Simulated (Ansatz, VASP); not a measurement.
**Two plane-wave programs on Bi**

INCAR

```
ALGO = Normal ; EDIFF = 1E-8
ENCUT = 520 ; GGA = PS
ISIF = 2 ; ISMEAR = -1
LASPH = T ; LCHARG = F
LEFG = T ; LREAL = F
LWAVE = F ; NBANDS = 22
NELM = 100 ; PREC = Accurate
SIGMA = 0.03
```

The input KPOINTS:

```
k-points
0
Gamma
  9 9 3
```

File POSCAR:

```
Bi
1.0
    4.5390002997     -0.0453900030     -0.0453900030
   -2.3088090456      3.9535845689     -0.0166138942
   -0.1182900000     -0.1182900000     11.8290000000
Bi
2
Direct
    0.3333333333      0.6666666667      0.2500000000
    0.6666666667      0.3333333333      0.7500000000
```

Input for Ansatz:

```yaml
crystal:
  lattice:
    - [4.5390002997, -0.045390003, -0.045390003]
    - [-2.3088090456, 3.9535845689, -0.0166138942]
    - [-0.11829, -0.11829, 11.829]
  atoms:
    - { symbol: Bi, position: [0.3333333333, 0.6666666667, 0.25] }
    - { symbol: Bi, position: [0.6666666667, 0.3333333333, 0.75] }
kpoints:
  mp_grid: { grid: [9, 9, 3] }
scf:
  occupations: { method: fermi_dirac, width: 0.03 }
hamiltonian:
  xc: pbesol
  pseudopotentials: { kind: paw }
output:
  forces: true
  stress: true
  eigenvalues: true
  efg: { contact_densities: true }
  write_density: true
  write_potential: true
  elf: true
  volumetric_format: npy
```

Change from the starting cell: equal xy, yz and zx shear strains of -2 %, PAW files.

Alike in both runs: task electric field gradients; functional PBEsol; k mesh 9 × 9 × 3; occupations fermi-dirac, width 0.03 eV; no spin polarisation.

|  | VASP | Ansatz |
| --- | --- | --- |
| version | VASP 6.6.1 | Ansatz 0.2.0 |
| potentials or method | VASP PAW PBE potentials, release 64 (Bi_d) | PAW with Ansatz's default frozen-core files, scalar-relativistic |
| plane-wave cutoff (eV) | 520 | 420 |
| valence electrons in the cell | 30 | 30 |

Ansatz gave:

| Quantity | Value |
| --- | --- |
| pressure (GPa) | -3.5 |
| traceless stress, the component that is largest in VASP (GPa) | 3.16 |
| size of Vzz on the site where it differs most (V/Å²) | 120.9 |

Question: What did VASP give for the same quantities?

Answer: Pressure (GPa): -3.6; traceless stress, the component that is largest in VASP (GPa): 3.16; size of Vzz on the site where it differs most (V/Å²): 127.3.

VASP's potentials were made for PBE, not for PBEsol.

Spin-orbit coupling is off throughout.
